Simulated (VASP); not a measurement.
A run of VASP 6.6.1 is set up as follows.

The input INCAR:

```
SYSTEM = Be3F2
ALGO     = Normal         ! electronic algorithm
EDIFF    = 1E-6           ! SCF threshold, eV
ENCUT    = 520            ! plane-wave cutoff, eV
GGA      = PE             ! functional
ISIF     = 2              ! what is computed and relaxed
ISMEAR   = 0              ! smearing method
LASPH    = .True.         ! aspherical terms in the spheres
LCHARG   = .True.         ! write CHGCAR
LELF     = .True.         ! ELF
LREAL    = .False.        ! projectors in reciprocal space
LVHAR    = .True.       
LWAVE    = .False.        ! write WAVECAR
NBANDS   = 18             ! bands
NELM     = 60             ! most SCF steps
PREC     = Accurate       ! precision mode
SIGMA    = 0.1            ! smearing width, eV
```

The input KPOINTS:

```
k-points
0
Gamma
  6 6 4
  0 0 0
```

POSCAR

```
Be3F2
1.0
    3.9095723000      0.0000000000      0.0000000000
   -1.9547861500      3.3857889300      0.0000000000
    0.0000000000      0.0000000000      3.9622810600
Be F
3 2
Direct
    0.5000000000      0.0000000000      0.0000000000
    0.0000000000      0.5000000000      0.0000000000
    0.5000000000      0.5000000000      0.0000000000
    0.3333333300      0.6666666700      0.0000000000
    0.6666666700      0.3333333300      0.0000000000
```

Potentials or basis: VASP PAW PBE potentials, release 64 (Be, F).

The run is started by

```bash
$ cat potpaw_PBE.64/Be/POTCAR potpaw_PBE.64/F/POTCAR > POTCAR
$ mpirun -np 1 vasp_std > vasp.out
```

Q: Predict the band gap on the k mesh.

A: Zero (band 10 reaches 6.09 eV, above the bottom of band 11 at 5.58 eV).

Q: Estimate the pressure.

A: 172.1 GPa.

Stress tensor (GPa, compression positive):
```
262.93   0.00   0.00
  0.00 262.93   0.00
  0.00   0.00  -9.61
```

Caveat: the k points lie up to 0.40 Å⁻¹ apart.
